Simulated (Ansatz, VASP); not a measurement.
One calculation of TaAs, two programs

```
CELL_PARAMETERS angstrom
-1.70260 1.70260 5.75454
1.70260 -1.70260 5.75454
1.70260 1.70260 -5.75454
ATOMIC_POSITIONS crystal
Ta 0.50030 0.00030 0.50000
Ta 0.75030 0.75030 0.00000
As 0.08230 0.58230 0.50000
As 0.33230 0.33230 0.00000
```

Alike in both runs: functional LDA; k mesh 18 × 18 × 18; occupations gaussian, width 0.1 eV; no spin polarisation.

Ansatz relaxed the structure, and its values are those at the end. VASP's run is a single point on that final structure, the one shown.

```csv
,VASP,Ansatz
version,VASP 6.6.1,Ansatz 0.2.0
potentials or method,"VASP PAW LDA potentials, release 64 (Ta_pv, As), cutoff 520 eV","scalar-relativistic, plane waves, PAW"
valence electrons in the cell,32,56
```

Ansatz gave:

```
gap on the k mesh at the Fermi level (eV) : none
pressure (GPa)                            : 0.0
rms of the force components (eV/Å)        : 0.001
```

**Question.** Which values does VASP return?

**Answer.** gap on the k mesh at the Fermi level (eV): none; pressure (GPa): 1.2; rms of the force components (eV/Å): 0.004.

LDA's correlation is that of Perdew and Zunger in VASP and of Perdew and Wang (1992) in Ansatz. A gap of «none» marks a metal or a gap that the smearing closes. VASP's potentials hold 32 valence electrons a cell and Ansatz's 56, so a difference there can come from the potentials and not from the codes.

Spin-orbit coupling is off throughout.
